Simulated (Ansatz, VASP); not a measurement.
**One calculation of SnO, two programs**

Contents of INCAR:

```
PREC = Accurate
ENCUT = 520
EDIFF = 1E-8
ISMEAR = -1
SIGMA = 0.01
LREAL = F
LASPH = T
NELM = 80
ALGO = Normal
ISIF = 2
LWAVE = F
LCHARG = F
GGA = PE
LEFG = T
NBANDS = 28
```

KPOINTS

```
regular mesh
0
Gamma
  8 8 6
```

File POSCAR:

```
SnO
1.0
    3.8020000000     -0.0570300000     -0.0570300000
   -0.0570300000      3.8020000000     -0.0570300000
   -0.0725400000     -0.0725400000      4.8360000000
Sn O
2 2
Direct
    0.0000000000      0.5000000000      0.2385000000
    0.5000000000      0.0000000000      0.7615000000
    0.0000000000      0.0000000000      0.0000000000
    0.5000000000      0.5000000000      0.0000000000
```

Input for Ansatz:

```yaml
crystal:
  lattice:
    - [3.802, -0.05703, -0.05703]
    - [-0.05703, 3.802, -0.05703]
    - [-0.07254, -0.07254, 4.836]
  atoms:
    - { symbol: Sn, position: [0.0, 0.5, 0.2385] }
    - { symbol: Sn, position: [0.5, 0.0, 0.7615] }
    - { symbol: O, position: [0.0, 0.0, 0.0] }
    - { symbol: O, position: [0.5, 0.5, 0.0] }
kpoints:
  mp_grid: { grid: [8, 8, 6] }
scf:
  occupations: { method: fermi_dirac, width: 0.01 }
hamiltonian:
  xc: pbe
  pseudopotentials: { kind: all_electron, datasets: crystal }
output:
  forces: true
  stress: true
  eigenvalues: true
  efg: { contact_densities: true }
```

Change from the starting cell: equal xy, yz and zx shear strains of -3 %, crystal datasets.

Alike in both runs: task electric field gradients; functional PBE; k mesh 8 × 8 × 6; occupations fermi-dirac, width 0.01 eV; no spin polarisation.

```csv
,VASP,Ansatz
version,VASP 6.6.1,Ansatz 0.2.0
potentials or method,"VASP PAW PBE potentials, release 64 (Sn_d, O), cutoff 520 eV","all-electron PAW with datasets made for the crystal, scalar-relativistic"
```

VASP gave:

- pressure (GPa): 4.7
- traceless stress, the component that is largest in VASP (GPa): 2.54
- rms of the force components (eV/Å): 0.235
- size of Vzz on the site where it differs most (V/Å²): 170.4

Task: What did Ansatz give for the same quantities?

Result: Pressure (GPa): 4.4; traceless stress, the component that is largest in VASP (GPa): 2.55; rms of the force components (eV/Å): 0.203; size of Vzz on the site where it differs most (V/Å²): 177.8.

Atom by atom the forces differ by 0.036 eV/Å (rms over components). Ansatz ran all-electron here, and VASP with PAW potentials.
